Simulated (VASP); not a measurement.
Here is a VASP 6.6.1 calculation.

Contents of INCAR:

```
ALGO = Fast
EDIFF = 1E-7
EDIFFG = -0.01
ENCUT = 600
GGA = PS
IBRION = 2
ISIF = 3
ISMEAR = -1
LASPH = T
LCHARG = F
LREAL = F
LWAVE = F
NELM = 100
NSW = 60
PREC = Accurate
PSTRESS = 200.0
SIGMA = 0.05
```

Contents of KPOINTS:

```
k-points
0
Gamma
  10 10 6
```

The input POSCAR:

```
Ti
1.0
    2.9500000000      0.0000000000      0.0000000000
   -1.4750000000      2.5547749412      0.0000000000
    0.0000000000      0.0000000000      4.6800000000
Ti
2
Direct
    0.6666666667      0.3333333333      0.7500000000
    0.3333333333      0.6666666667      0.2500000000
```

Potentials or basis: VASP PAW PBE potentials, release 64 (Ti_sv).

Command:

```sh
$ cat potpaw_PBE.64/Ti_sv/POTCAR > POTCAR
$ mpirun -np 1 vasp_std > vasp.out
```

Problem. What does it give for the band gap on the k mesh?

Solution. Zero (bands 12 and 13 overlap by 1.04 eV).

Problem. Estimate the space group after relaxing (to 0.1 Å).

Solution. P6_3/mmc (No. 194).

Final structure:
```xyz
2
Lattice="2.7676 0.0000 0.0000 -1.3838 2.3968 0.0000 0.0000 0.0000 4.3917" Properties=species:S:1:pos:R:3 pbc="T T T"
Ti    1.3838    0.7989    3.2938
Ti    0.0000    1.5979    1.0979
```

Caveat: the cell is relaxed towards a set pressure, so the run minimises the enthalpy, not the energy.
